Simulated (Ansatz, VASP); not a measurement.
## MoS2 in VASP and in Ansatz

```xyz
6
Lattice="3.1851 0.0000 0.0000 -1.5925 2.7583 0.0000 0.0000 0.0000 14.8040" Properties=species:S:1:pos:R:3 pbc="T T T"
Mo    1.5925    0.9194    3.7010
Mo    0.0000    1.8389   11.1030
S     1.5925    0.9194    9.5404
S     0.0000    1.8389    5.2636
S     1.5925    0.9194   12.6656
S     0.0000    1.8389    2.1384
```

Alike in both runs: functional PBE; k mesh 12 × 12 × 2; occupations gaussian, width 0.02 eV; no spin polarisation.

Ansatz relaxed the structure, and its values are those at the end. VASP's run is a single point on that final structure, the one shown.

|  | VASP | Ansatz |
| --- | --- | --- |
| version | VASP 6.6.1 | Ansatz 0.2.0 |
| potentials or method | VASP PAW PBE potentials, release 64 (Mo_sv, S), cutoff 520 eV | scalar-relativistic, plane waves, PAW |
| valence electrons in the cell | 52 | 52 |

```csv
,VASP,Ansatz,Ansatz less VASP
gap on the k mesh at the Fermi level (eV),1.46,1.45,-0.013
least direct gap on the mesh (eV),1.67,1.66,-0.004
pressure (GPa),-0.1,0.0,+0.11
rms of the force components (eV/Å),0.005,0.000,-0.0049
```

The functional is the same, so the differences come from potentials, cutoffs and numerics.
